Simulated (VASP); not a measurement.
Set up this calculation in VASP 6.6.1, as the native input.

* Task: single point
* Functional: PBEsol
* Potentials or basis: VASP PAW PBE potentials, release 64 (C)
* Cutoff: 520 eV
* k mesh: 9 × 9 × 6
* Occupations: gaussian, width 0.02 eV
* Spin: no spin polarisation
* Dipole correction: no
* Further INCAR settings: ALGO = Normal; EDIFF = 1e-06; NBANDS = 16

The structure of C lies in POSCAR:

```
C
1.0
    2.4993962492      0.0000000000      0.0000000000
   -1.2496981246      2.1645406459      0.0000000000
    0.0000000000      0.0000000000      4.2229976381
C
4
Direct
    0.3333333333      0.6666666667     -0.0002601248
    0.6666666667      0.3333333333      0.4997398752
    0.3333333333      0.6666666667      0.3742601248
    0.6666666667      0.3333333333      0.8742601248
```

This cell differs from its parent crystal: strained cell.

The input as run:

INCAR

```
ALGO = Normal ; EDIFF = 1E-6
ENCUT = 520 ; GGA = PS
ISIF = 2 ; ISMEAR = 0
LASPH = T ; LCHARG = T
LELF = T ; LREAL = F
LVHAR = T ; LWAVE = F
NBANDS = 16 ; NELM = 80
PREC = Accurate ; SIGMA = 0.02
```

KPOINTS

```
k-points
0
Gamma
  9 9 6
```

Potentials or basis: VASP PAW PBE potentials, release 64 (C).

Launch:

```sh
$ cat potpaw_PBE.64/C/POTCAR > POTCAR
$ mpirun -np 1 vasp_std > vasp.out
```

Results of the run:

```yaml
Pressure: -5.6 GPa
Largest_force: 0.011 eV/Å
Band_gap_on_the_k_mesh: 3.09 eV (least direct gap 4.86 eV)
```

Caveat: the cell differs from its parent crystal (strained cell); the cell stands under tension; the PAW data sets were made with another functional, which shifts forces and pressure a little; an odd mesh through Γ misses points on the zone boundary, where band edges can lie.

It took 26 s on 1 thread of Intel Xeon 8259CL, with other jobs on the host, peak memory 0.13 GiB.
